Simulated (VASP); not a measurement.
# Al (Fm-3m) in VASP: notebook

The runs below take Al through single point, with PBE+D4, PBE.

Program: VASP 6.6.1. These are calculated values, not measurements. Logs are shortened: lines on timing, memory, paths and dates and some standing lists are left out, and cuts for length are marked.

### Step 1. The cell of the first run

It takes space group Fm-3m (No. 225, cubic). The conventional cell has a = 4.362 Å, b = 4.362 Å, c = 4.362 Å, α = 90.00°, β = 90.00°, γ = 90.00°. Within 4.1 Å of Al (site symmetry m-3m) lie 12 Al at 3.08 Å.

### Step 2. Single point, PBE+D4 (20.75 Å³/atom)

Input file INCAR:

```
SYSTEM = Al
PREC = Accurate ; ENCUT = 500
EDIFF = 1E-6 ; ISMEAR = 0
SIGMA = 0.025 ; LREAL = .FALSE.
LASPH = .TRUE. ; NELM = 120
ALGO = Normal ; ISIF = 2
LWAVE = .FALSE. ; LCHARG = .FALSE.
GGA = PE ; IVDW = 13
NBANDS = 8 ; GGA_COMPAT = .FALSE.
```

Input file KPOINTS:

```
regular mesh
0
G
  11 11 11
  0 0 0
```

Input file POSCAR:

```
Al
1.0
    0.0000000000      2.1811550650      2.1811550650
    2.1811550650      0.0000000000      2.1811550650
    2.1811550650      2.1811550650      0.0000000000
Al
1
Direct
    0.0000000000      0.0000000000      0.0000000000
```

Potentials or basis: VASP PAW PBE potentials, release 64 (Al).

Run with:

```bash
cat potpaw_PBE.64/Al/POTCAR > POTCAR
mpirun -np 1 vasp_std > vasp.out
```

OUTCAR:

```text
SYSTEM = Al
   PREC = Accurate
   ENCUT = 500
   EDIFF = 1E-6
   ISMEAR = 0
   LREAL = .FALSE.
   LASPH = .TRUE.
   NELM = 120
   ISIF = 2
   GGA = PE
   IVDW = 13

 ion  position               nearest neighbor table
   1  0.000  0.000  0.000-

  LATTYP: Found a face centered cubic cell.
 ALAT       =     4.3623101300

  Lattice vectors:

 A1 = (   0.0000000000,   2.1811550650,   2.1811550650)
 A2 = (   2.1811550650,   0.0000000000,   2.1811550650)
 A3 = (   2.1811550650,   2.1811550650,   0.0000000000)

Analysis of symmetry for initial positions (statically):
=====================================================================
 Subroutine PRICEL returns:
 Original cell was already a primitive cell.

 Routine SETGRP: Setting up the symmetry group for a
 face centered cubic supercell.

 Subroutine GETGRP returns: Found 48 space group operations
 (whereof 48 operations were pure point group operations)
 out of a pool of 48 trial point group operations.

The static configuration has the point symmetry O_h .

Analysis of symmetry for dynamics (positions and initial velocities):
=====================================================================
 Subroutine PRICEL returns:
 Original cell was already a primitive cell.

 Routine SETGRP: Setting up the symmetry group for a
 face centered cubic supercell.

 Subroutine GETGRP returns: Found 48 space group operations
 (whereof 48 operations were pure point group operations)
 out of a pool of 48 trial point group operations.

The dynamic configuration has the point symmetry O_h .

 Subroutine INISYM returns: Found 48 space group operations
 (whereof 48 operations are pure point group operations),
 and found     1 'primitive' translations

----------------------------------------------------------------------------------------

                                     Primitive cell

  volume of cell :      20.7534

  direct lattice vectors                    reciprocal lattice vectors
     0.000000000  2.181155065  2.181155065    -0.229236338  0.229236338  0.229236338
     2.181155065  0.000000000  2.181155065     0.229236338 -0.229236338  0.229236338
     2.181155065  2.181155065  0.000000000     0.229236338  0.229236338 -0.229236338

  length of vectors
     3.084619075  3.084619075  3.084619075     0.397048985  0.397048985  0.397048985

  position of ions in fractional coordinates (direct lattice)
     0.000000000  0.000000000  0.000000000

  ion indices of the primitive-cell ions
   primitive index   ion index
                 1           1

----------------------------------------------------------------------------------------

 KPOINTS: regular mesh

Automatic generation of k-mesh.
 Grid dimensions read from file:
 generate k-points for:   11   11   11

 Generating k-lattice:

  Cartesian coordinates                     Fractional coordinates (reciprocal lattice)
    -0.020839667  0.020839667  0.020839667     0.090909091  0.000000000  0.000000000
     0.020839667 -0.020839667  0.020839667     0.000000000  0.090909091  0.000000000
     0.020839667  0.020839667 -0.020839667     0.000000000  0.000000000  0.090909091

  Length of vectors
     0.036095362  0.036095362  0.036095362

  Shift w.r.t. Gamma in fractional coordinates (k-lattice)
     0.000000000  0.000000000  0.000000000

 Subroutine IBZKPT returns following result:
 ===========================================

 Found     56 irreducible k-points:

 Following reciprocal coordinates:
            Coordinates               Weight
  0.000000  0.000000  0.000000      1.000000
  0.090909  0.000000  0.000000      8.000000
  0.181818  0.000000  0.000000      8.000000
  0.272727  0.000000  0.000000      8.000000
  0.363636  0.000000  0.000000      8.000000
  0.454545  0.000000  0.000000      8.000000
[... 16 lines left out ...]
 -0.272727  0.181818  0.000000     24.000000
 -0.181818  0.181818  0.000000     12.000000
 [... further k-points ...]
   k-points           NKPTS =     56   k-points in BZ     NKDIM =     56   number of bands    NBANDS=      8
   number of dos      NEDOS =    301   number of ions     NIONS =      1
   total plane-waves  NPLWV =  13824
   dimension x,y,z NGX =    24 NGY =   24 NGZ =   24
   dimension x,y,z NGXF=    48 NGYF=   48 NGZF=   48
   ions per type =               1
   NGX,Y,Z   is equivalent  to a cutoff of  12.93, 12.93, 12.93 a.u.
   NGXF,Y,Z  is equivalent  to a cutoff of  25.87, 25.87, 25.87 a.u.
 SYSTEM =  Al
   PREC   = accura    normal or accurate (medium, high low for compatibility)
   ISTART =      0    job   : 0-new  1-cont  2-samecut
   ICHARG =      2    charge: 1-file 2-atom 10-const
   ISPIN  =      1    spin polarized calculation?
   LNONCOLLINEAR =      F non collinear calculations
   LSORBIT =      F    spin-orbit coupling
   LASPH  =      T    aspherical Exc in radial PAW
   ENCUT  =  500.0 eV  36.75 Ry    6.06 a.u.   5.62  5.62  5.62*2*pi/ulx,y,z
   NELM   =    120;   NELMIN=  2; NELMDL= -5     # of ELM steps
   EDIFF  = 0.1E-05   stopping-criterion for ELM
   LREAL  =      F    real-space projection
   EDIFFG = 0.1E-04   stopping-criterion for IOM
   NSW    =      0    number of steps for IOM
   IBRION =     -1    ionic relax: 0-MD 1-quasi-New 2-CG
   NFREE  =      0    steps in history (QN), initial steepest desc. (CG)
   ISIF   =      2    stress and relaxation
   ISYM   =      2    0-nonsym 1-usesym 2-fastsym
   POTIM  = 0.5000    time-step for ionic-motion
   TEBEG  =    0.0;   TEEND  =   0.0 temperature during run
   PSTRESS=    0.0 pullay stress
   NELECT =       3.0000    total number of electrons
   NUPDOWN=      -1.0000    fix difference up-down
   EMIN   =  10.00;   EMAX   =-10.00  energy-range for DOS
   EFERMI =   0.00;   METHOD = LEGACY
   ISMEAR =     0;   SIGMA  =   0.03  broadening in eV -4-tet -1-fermi 0-gaus
   EFERMI_NEDOS =   21; number of points for ismear=-14 and -15
   IALGO  =     38    algorithm
   IMIX   =      4    mixing-type and parameters
     AMIX     =   0.40;   BMIX     =  1.00
     AMIX_MAG =   1.60;   BMIX_MAG =  1.00
  volume/ion in A,a.u.               =      20.75       140.05
  Fermi-wavevector in a.u.,A,eV,Ry     =   0.859182  1.623619 10.043745  0.738194
  Thomas-Fermi vector in A             =   1.976499
   LORBIT       =      0    0 simple, 1 ext, 2 COOP (PROOUT), +10 PAW based schemes
   GGA     = PE    functional components
   LHFCALC =     F    Hartree Fock is set to
   AEXX    =    0.0000 exact exchange contribution
   IVDW    =    13    specifies the selected vdW correction
   LEPSILON=     F    determine dielectric tensor
   LRPA    =     F    only Hartree local field effects (RPA)
 non-spin polarized calculation
 Gauss-broadening in eV      SIGMA  =   0.03
  energy-cutoff  :      500.00
  volume of cell :       20.75
 maximum number of plane-waves:       537
   NGX = 11   NGY = 11   NGZ = 11

 number of electron       3.0000000 magnetization

 Free energy of the ion-electron system (eV)
  ---------------------------------------------------
  ext. energy  EPLUGINS =         0.00000000
  ---------------------------------------------------
  free energy    TOTEN  =        -3.58023555 eV

  energy without entropy =       -3.58000815  energy(sigma->0) =       -3.58012185

 E-fermi :   5.7767     XC(G=0):  -9.3922

 val. band max:        5.7121235145   @ k =  -0.4545   0.3636   0.0000
 cond. band min:       5.7853968449   @ k =  -0.2727   0.4545   0.1818
 fundamental gap:      0.0732733304
 Fermi energy:         5.7767297072

 k-point     1 :       0.0000    0.0000    0.0000
  band No.  band energies     occupation
      1      -3.8397      2.00000
      2      17.1647      0.00000
      3      17.1647      0.00000
      4      17.1647      0.00000
      5      17.2317      0.00000
      6      17.2317      0.00000
      7      17.2317      0.00000
      8      20.7107      0.00000

 k-point     2 :       0.0909    0.0000    0.0000
  band No.  band energies     occupation
      1      -3.6472      2.00000
      2      14.2405      0.00000
      3      16.1469      0.00000
      4      16.1469      0.00000
      5      18.3496      0.00000
      6      18.5028      0.00000
      7      18.5028      0.00000
      8      22.0172      0.00000

 k-point     3 :       0.1818    0.0000    0.0000
  band No.  band energies     occupation
      1      -3.0709      2.00000
      2      11.0584      0.00000
      3      15.4112      0.00000
      4      15.4112      0.00000
      5      18.2418      0.00000
      6      19.3314      0.00000
      7      19.3314      0.00000
      8      21.2248      0.00000

 k-point     4 :       0.2727    0.0000    0.0000
  band No.  band energies     occupation
      1      -2.1150      2.00000
      2       8.0670      0.00000
      3      14.9954      0.00000
      4      14.9954      0.00000
      5      18.0776      0.00000
      6      18.2810      0.00000
      7      18.2810      0.00000
      8      21.8251      0.00000

 k-point     5 :       0.3636    0.0000    0.0000
  band No.  band energies     occupation
      1      -0.7869      2.00000
      2       5.3602      2.00000
      3      14.8804      0.00000
      4      14.8804      0.00000
      5      17.1315      0.00000
      6      17.1315      0.00000
      7      18.1119      0.00000
      8      20.5578      0.00000
[... 177 lines left out ...]
 k-point    22 :      -0.3636    0.1818    0.0000
  band No.  band energies     occupation
      1       0.9673      2.00000
      2       4.3790      2.00000
      3       9.7382      0.00000
      4      13.4568      0.00000
      5      15.3039      0.00000
      6      19.2690      0.00000
      7      21.2206      0.00000
      8      24.1486      0.00000

 k-point    23 :      -0.2727    0.1818    0.0000
  band No.  band energies     occupation
      1      -0.5966      2.00000
      2       6.8382      0.00000
      3       9.5847      0.00000
      4      14.4831      0.00000
      5      16.4282      0.00000
      6      19.1425      0.00000
      7      20.8720      0.00000
      8      21.6004      0.00000

 k-point    24 :      -0.1818    0.1818    0.0000
  band No.  band energies     occupation
      1      -1.7972      2.00000
      2       9.3106      0.00000
      3      10.0753      0.00000
      4      15.7600      0.00000
      5      17.8394      0.00000
      6      19.2117      0.00000
      7      19.5391      0.00000
      8      20.3060      0.00000

 [... further k-points ...]

------------------------ aborting loop because EDIFF is reached ----------------------------------------

  DFT-D4 for vdW energy calculation

  Edisp (eV):   -0.27572

  FORCE on cell =-STRESS in cart. coord.  units (eV):
  Direction    XX          YY          ZZ          XY          YZ          ZX
  --------------------------------------------------------------------------------------
  -------------------------------------------------------------------------------------
  Total      -1.59384    -1.59384    -1.59384    -0.00000     0.00000     0.00000
  in kB    -123.04574  -123.04574  -123.04574    -0.00000     0.00000     0.00000
  external pressure =     -123.05 kB  Pullay stress =        0.00 kB

 VOLUME and BASIS-vectors are now :
 -----------------------------------------------------------------------------
  energy-cutoff  :      500.00
  volume of cell :       20.75
      direct lattice vectors                 reciprocal lattice vectors
     0.000000000  2.181155065  2.181155065    -0.229236338  0.229236338  0.229236338
     2.181155065  0.000000000  2.181155065     0.229236338 -0.229236338  0.229236338
     2.181155065  2.181155065  0.000000000     0.229236338  0.229236338 -0.229236338

 POSITION                                       TOTAL-FORCE (eV/Angst)
 -----------------------------------------------------------------------------------
      0.00000      0.00000      0.00000        -0.000000      0.000000      0.000000
 -----------------------------------------------------------------------------------
    total drift:                               -0.000000      0.000000      0.000000

  FREE ENERGIE OF THE ION-ELECTRON SYSTEM (eV)
  ---------------------------------------------------
  free  energy   TOTEN  =        -3.8559599456 eV

  energy  without entropy=       -3.8557325494  energy(sigma->0) =       -3.85584625
```

It took 10 s on 1 thread of AMD EPYC 7R43 (Zen 3), shared host; peak memory 0.1 GiB.

Results:

* Free energy: -3.8560 eV
* Pressure: -12.3 GPa
* Band gap on the k mesh: zero (an odd number of electrons rules out a gap without spin polarisation)
* Dispersion energy per atom: -0.276 eV

Caveat: the cell stands under tension.

### Step 3. Single point, PBE

This run uses another cell than the first one, of 16.60 Å³/atom.

Input file INCAR:

```
  ALGO = Normal
  EDIFF = 1E-7
  ENCUT = 520
  ISIF = 2
  ISMEAR = 1
  LASPH = True
  LCHARG = False
  LREAL = False
  LWAVE = False
  NELM = 100
  PREC = Accurate
  SIGMA = 0.1
```

Input file KPOINTS:

```
k-points
0
Gamma
  9 9 9
```

Input file POSCAR:

```
Al
1.0
    0.0000000000      2.0248050000      2.0248050000
    2.0248050000      0.0000000000      2.0248050000
    2.0248050000      2.0248050000      0.0000000000
Al
1
Direct
    0.0000000000      0.0000000000      0.0000000000
```

Potentials or basis: VASP PAW PBE potentials, release 64 (Al).

Run with:

```bash
cat potpaw_PBE.64/Al/POTCAR > POTCAR
mpirun -np 1 vasp_std > vasp.out
```

It took 2 s on 1 thread of AMD EPYC 9R45 (Zen 5), shared host; peak memory 0.1 GiB.

Results (log left out):

| Property | Result |
| --- | --- |
| Free energy | -3.7156 eV |
| Pressure | -0.2 GPa |
| Band gap on the k mesh | zero (an odd number of electrons rules out a gap without spin polarisation) |

Levels at points of the mesh, in eV from the Fermi level:
| k point | band 1 | band 2 | band 3 | band 4 | band 5 |
| --- | --- | --- | --- | --- | --- |
| (0.00, 0.00, 0.00) | -11.07 | 12.60 | 12.60 | 12.60 | 14.05 |
